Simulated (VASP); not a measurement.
# MgO in VASP: notebook

Runs on MgO. Level: PBE. Tasks: G0W0 quasiparticle levels.

Everything below comes from runs of VASP 6.6.1. Logs are shortened: lines on timing, memory, paths and dates and some standing lists are left out, and cuts for length are marked.

### Step 1. The cell of the first run

It takes space group Immm (No. 71, orthorhombic). The conventional cell has a = 2.899 Å, b = 3.047 Å, c = 4.204 Å, α = 90.00°, β = 90.00°, γ = 90.00°. Within 3.1 Å of Mg (site symmetry mmm) lie 6 O at 2.10 Å and 12 Mg at 2.90 to 3.05 Å. O (site symmetry mmm) has 6 Mg at 2.10 Å and 12 O at 2.90 to 3.05 Å within 3.1 Å.

### Step 2. G0W0 quasiparticle levels, PBE

POSCAR

```
MgO
1.0
   -0.0525541854      2.1021674158      2.1021674158
    2.1021674158     -0.0525541854      2.1021674158
    2.0496132304      2.0496132304      0.0000000000
Mg O
1 1
Direct
    0.0000000000      0.0000000000      0.0000000000
    0.5000000000      0.5000000000      0.5000000000
```

INCAR.step1

```
ALGO = Normal ; EDIFF = 1E-8
ENCUT = 500 ; GGA = PE
ISMEAR = 0 ; LASPH = True
LCHARG = False ; LREAL = False
LWAVE = True ; NELM = 60
PREC = Accurate ; SIGMA = 0.01
```

INCAR.step2

```
ALGO = Exact ; EDIFF = 1E-8
ENCUT = 500 ; GGA = PE
ISMEAR = 0 ; ISTART = 1
LASPH = True ; LCHARG = False
LOPTICS = True ; LREAL = False
LWAVE = True ; NBANDS = 81
NELM = 1 ; PREC = Accurate
SIGMA = 0.01
```

INCAR.step3

```
ALGO = EVGW0 ; EDIFF = 1E-8
ENCUT = 500 ; ENCUTGW = 150.0
GGA = PE ; ISMEAR = 0
ISTART = 1 ; LASPH = True
LCHARG = False ; LREAL = False
LWAVE = False ; NBANDS = 81
NBANDSGW = 12 ; NELMGW = 1
NOMEGA = 96 ; OMEGAMAX = 30
PREC = Accurate ; PRECFOCK = Fast
SIGMA = 0.01
```

KPOINTS

```
k-points
0
Gamma
  6 6 6
```

Potentials or basis: VASP PAW PBE potentials, release 64 (Mg_GW, O_GW).

Command:

```console
$ cat potpaw_PBE.64/Mg_GW/POTCAR potpaw_PBE.64/O_GW/POTCAR > POTCAR
$ cp INCAR.step1 INCAR
$ mpirun -np 1 vasp_std > vasp.out
$ cp INCAR.step2 INCAR
$ mpirun -np 1 vasp_std > vasp.out
$ cp INCAR.step3 INCAR
$ mpirun -np 1 vasp_std > vasp.out
```

OUTCAR:

```text
EDIFF = 1E-8
   ENCUT = 500
   ENCUTGW = 150.0
   GGA = PE
   ISMEAR = 0
   ISTART = 1
   LASPH = True
   LREAL = False
   NELMGW = 1
   PREC = Accurate
   PRECFOCK = Fast

 ion  position               nearest neighbor table
   1  0.000  0.000  0.000-   2 2.10   2 2.10   2 2.10   2 2.10   2 2.10   2 2.10
   2  0.500  0.500  0.500-   1 2.10   1 2.10   1 2.10   1 2.10   1 2.10   1 2.10

  LATTYP: Found a body centered orthorhombic cell.
 ALAT       =     2.8985908281
 B/A-ratio  =     1.0512820513
 C/A-ratio  =     1.4504754486

  Lattice vectors:

 A1 = (   0.0525541854,  -2.1021674158,  -2.1021674158)
 A2 = (  -0.0525541854,   2.1021674158,  -2.1021674158)
 A3 = (   2.1021674158,  -0.0525541854,   2.1021674158)

Analysis of symmetry for initial positions (statically):
=====================================================================
 Subroutine PRICEL returns:
 Original cell was already a primitive cell.

 Routine SETGRP: Setting up the symmetry group for a
 body centered orthorhombic supercell.

 Subroutine GETGRP returns: Found  8 space group operations
 (whereof  8 operations were pure point group operations)
 out of a pool of  8 trial point group operations.

The static configuration has the point symmetry D_2h.

Analysis of symmetry for dynamics (positions and initial velocities):
=====================================================================
 Subroutine PRICEL returns:
 Original cell was already a primitive cell.

 Routine SETGRP: Setting up the symmetry group for a
 body centered orthorhombic supercell.

 Subroutine GETGRP returns: Found  8 space group operations
 (whereof  8 operations were pure point group operations)
 out of a pool of  8 trial point group operations.

The dynamic configuration has the point symmetry D_2h.

 Subroutine INISYM returns: Found  8 space group operations
 (whereof  8 operations are pure point group operations),
 and found     1 'primitive' translations

----------------------------------------------------------------------------------------

                                     Primitive cell

  volume of cell :      18.5678

  direct lattice vectors                    reciprocal lattice vectors
    -0.052554185  2.102167416  2.102167416    -0.232048539  0.232048539  0.237849753
     2.102167416 -0.052554185  2.102167416     0.232048539 -0.232048539  0.237849753
     2.049613230  2.049613230  0.000000000     0.243948464  0.243948464 -0.237849753

  length of vectors
     2.973378151  2.973378151  2.898590828     0.405296871  0.405296871  0.419039630

  position of ions in fractional coordinates (direct lattice)
     0.000000000  0.000000000  0.000000000
     0.500000000  0.500000000  0.500000000

  ion indices of the primitive-cell ions
   primitive index   ion index
                 1           1
                 2           2

----------------------------------------------------------------------------------------

 KPOINTS: k-points

Automatic generation of k-mesh.
 Grid dimensions read from file:
 generate k-points for:    6    6    6

 Generating k-lattice:

  Cartesian coordinates                     Fractional coordinates (reciprocal lattice)
    -0.038674757  0.038674757  0.039641625     0.166666667  0.000000000  0.000000000
     0.038674757 -0.038674757  0.039641625     0.000000000  0.166666667  0.000000000
     0.040658077  0.040658077 -0.039641625    -0.000000000 -0.000000000  0.166666667

  Length of vectors
     0.067549479  0.067549479  0.069839938

  Shift w.r.t. Gamma in fractional coordinates (k-lattice)
     0.000000000  0.000000000  0.000000000

 Subroutine IBZKPT returns following result:
 ===========================================

 Found     46 irreducible k-points:

 Following reciprocal coordinates:
            Coordinates               Weight
  0.000000  0.000000  0.000000      1.000000
  0.166667  0.000000  0.000000      4.000000
  0.333333  0.000000  0.000000      4.000000
  0.500000  0.000000  0.000000      2.000000
  0.166667  0.166667  0.000000      2.000000
  0.333333  0.166667  0.000000      4.000000
[... 16 lines left out ...]
 -0.166667  0.333333  0.166667      4.000000
  0.500000  0.500000  0.166667      4.000000
 [... further k-points ...]
   k-points           NKPTS =     46   k-points in BZ     NKDIM =    216   number of bands    NBANDS=     81
   number of dos      NEDOS =    301   number of ions     NIONS =      2
   total plane-waves  NPLWV =  13824
   dimension x,y,z NGX =    24 NGY =   24 NGZ =   24
   dimension x,y,z NGXF=    48 NGYF=   48 NGZF=   48
   ions per type =               1   1
   NGX,Y,Z   is equivalent  to a cutoff of  13.42, 13.42, 13.76 a.u.
   NGXF,Y,Z  is equivalent  to a cutoff of  26.84, 26.84, 27.53 a.u.
 SYSTEM =  unknown system
   PREC   = accura    normal or accurate (medium, high low for compatibility)
   ISTART =      1    job   : 0-new  1-cont  2-samecut
   ICHARG =      0    charge: 1-file 2-atom 10-const
   ISPIN  =      1    spin polarized calculation?
   LNONCOLLINEAR =      F non collinear calculations
   LSORBIT =      F    spin-orbit coupling
   LASPH  =      T    aspherical Exc in radial PAW
   ENCUT  =  500.0 eV  36.75 Ry    6.06 a.u.   5.42  5.42  5.28*2*pi/ulx,y,z
   NELM   =     60;   NELMIN=  2; NELMDL=  0     # of ELM steps
   EDIFF  = 0.1E-07   stopping-criterion for ELM
   LREAL  =      F    real-space projection
   EDIFFG = 0.1E-06   stopping-criterion for IOM
   NSW    =      0    number of steps for IOM
   IBRION =     -1    ionic relax: 0-MD 1-quasi-New 2-CG
   NFREE  =      0    steps in history (QN), initial steepest desc. (CG)
   ISIF   =      0    stress and relaxation
   ISYM   =      3    0-nonsym 1-usesym 2-fastsym
   POTIM  = 0.5000    time-step for ionic-motion
   TEBEG  =    0.0;   TEEND  =   0.0 temperature during run
   PSTRESS=    0.0 pullay stress
   NELECT =       8.0000    total number of electrons
   NUPDOWN=      -1.0000    fix difference up-down
   EMIN   =  10.00;   EMAX   =-10.00  energy-range for DOS
   EFERMI =   0.00;   METHOD = LEGACY
   ISMEAR =     0;   SIGMA  =   0.01  broadening in eV -4-tet -1-fermi 0-gaus
   EFERMI_NEDOS =   21; number of points for ismear=-14 and -15
   IALGO  =     38    algorithm
   IMIX   =      4    mixing-type and parameters
     AMIX     =   0.40;   BMIX     =  1.00
     AMIX_MAG =   1.60;   BMIX_MAG =  1.00
  volume/ion in A,a.u.               =       9.28        62.65
  Fermi-wavevector in a.u.,A,eV,Ry     =   1.236473  2.336596 20.801484  1.528866
  Thomas-Fermi vector in A             =   2.371080
   LORBIT       =      0    0 simple, 1 ext, 2 COOP (PROOUT), +10 PAW based schemes
   GGA     = PE    functional components
   LHFCALC =     T    Hartree Fock is set to
   PRECFOCK=fast      Normal, Fast or Accurate (Low or Medium for compatibility)
   ENCUT4O =  -1.0   cutoff for four orbital integrals eV
   NKREDX  =     1    reduce k-point grid by
   NKREDY  =     1    reduce k-point grid by
   NKREDZ  =     1    reduce k-point grid by
   AEXX    =    1.0000 exact exchange contribution
   HFSCREEN=    0.0000 screening length (either q_TF or 0.3 A-1)
   HFSCREENC=   0.0000 screening length for correlation (either q_TF or 0.3 A-1)
   ENCUTFOCK=  -1.0 apply spherical cutoff to Coloumb kernel
   IVDW    =     0    specifies the selected vdW correction
   LEPSILON=     F    determine dielectric tensor
   LRPA    =     F    only Hartree local field effects (RPA)
   LRPAFORCE           =     F    calculate RPA forces
   ENCUTGW             = 150.0    cutoff for response function in eV
   ENCUTGWSOFT         = 120.0    soft cutoff for Coulomb kernel in GW response function in eV
   ENCUTLF             =  -1.0    cutoff for local field effects
   NELMGW              =     1    number of iterations in solving QP/BSE equation
   NELMHF              =     1    number of iterations in the inner HF iteration
   NKREDLFX            =     1    NKREDLFY  =   1   NKREDLFZ  =   1
 non-spin polarized calculation
 Gauss-broadening in eV      SIGMA  =   0.01
  energy-cutoff  :      500.00
  volume of cell :       18.57
 maximum number of plane-waves:       495
 NGX is ok and might be reduce to    24
  NGX = 14; NGY = 14; NGZ = 14
   NGX = 11   NGY = 11   NGZ = 11
 maximum number of plane-waves:        83
 NGX is ok and might be reduce to    14

 QP shifts <psi_nk| G(iteration)W_0 |psi_nk>: iteration 1
 for sc-GW calculations column KS-energies equals QP-energies in previous step
 and V_xc(KS)=  KS-energies - (<T + V_ion + V_H > + <T+V_H+V_ion>^1  + <V_x>^1)

 k-point   1 :       0.0000    0.0000    0.0000
  band No.  KS-energies  QP-energies   sigma(KS)   V_xc(KS)     V^pw_x(r,r')   Z            occupation Imag(sigma)

      1     -14.0660     -16.2041     -21.2139     -18.1182     -29.9055       0.6907       2.0000       1.1228
      2       3.0535       1.7427     -21.2728     -19.6040     -25.0891       0.7854       2.0000       0.0695
      3       3.2270       1.9301     -21.3793     -19.7272     -25.2358       0.7851       2.0000       0.0699
      4       3.4321       2.1522     -21.5062     -19.8746     -25.4089       0.7845       2.0000       0.0700
      5       7.9892       9.2307     -10.7221     -12.1990      -7.4414       0.8406       0.0000      -0.0575
      6      18.3592      19.6005      -7.5635      -9.0539      -3.1535       0.8328       0.0000      -0.0985
      7      19.1102      20.3580      -7.5815      -9.0861      -3.1034       0.8293       0.0000      -0.1078
      8      19.8256      21.0759      -7.5674      -9.0807      -3.0320       0.8261       0.0000      -0.1176
      9      22.9552      23.4224      -7.3921      -7.9993      -1.7169       0.7695       0.0000      -0.4517
     10      24.7944      26.3352      -8.0140      -9.8865      -3.2691       0.8228       0.0000      -0.1773
     11      24.8378      26.3768      -8.0074      -9.8781      -3.2570       0.8227       0.0000      -0.1786
     12      27.0372      28.5783      -7.7284      -9.6764      -2.0320       0.7912       0.0000      -0.4585

 k-point   2 :       0.1667    0.0000    0.0000
  band No.  KS-energies  QP-energies   sigma(KS)   V_xc(KS)     V^pw_x(r,r')   Z            occupation Imag(sigma)
[... 353 lines left out ...]
      1     -12.5633     -14.7342     -22.7219     -19.7146     -31.2595       0.7219       2.0000       1.0307
      2      -0.5396      -2.3688     -17.9130     -15.5269     -22.0384       0.7666       2.0000       0.1126
      3       1.5312      -0.0656     -19.5362     -17.4802     -23.5318       0.7767       2.0000       0.0867
      4       1.7644       0.2216     -20.1184     -18.1373     -24.0689       0.7788       2.0000       0.0802
      5      12.5873      13.8030      -8.2447      -9.6904      -4.3086       0.8409       0.0000      -0.0720
      6      14.5980      16.1760     -10.2944     -12.2136      -6.2026       0.8223       0.0000      -0.0840
      7      16.2282      17.9102     -10.6332     -12.7224      -6.1701       0.8051       0.0000      -0.1060
      8      21.0620      22.7156      -9.7306     -11.8363      -4.5313       0.7853       0.0000      -0.1965
      9      22.2412      23.7698      -9.3628     -11.3026      -3.9773       0.7880       0.0000      -0.2902
     10      29.0623      30.5030      -8.3747     -10.1407      -2.8709       0.8158       0.0000      -0.5766
     11      30.1065      32.0312      -9.4141     -11.7014      -3.7634       0.8415       0.0000      -0.8354
     12      32.2587      33.6169      -7.0990      -8.7407      -1.4675       0.8273       0.0000      -0.8295

 [... further k-points ...]
```

Wall time 8.5 min (1 thread of AMD EPYC 9R45 (Zen 5), shared host); peak memory 0.42 GiB.

What came out:

| Item | Value |
| --- | --- |
| Quasiparticle gap | 7.08 eV |
| Least direct quasiparticle gap | 7.08 eV |
| Band gap of the starting levels on the mesh | 4.56 eV |
| Least direct gap of the starting levels on the mesh | 4.56 eV |

Caveat: the k points lie up to 0.44 Å⁻¹ apart; bands, screening cutoff and mesh are small and nothing is extrapolated, so the quasiparticle values aren't converged.

[end of part 1 of 2]
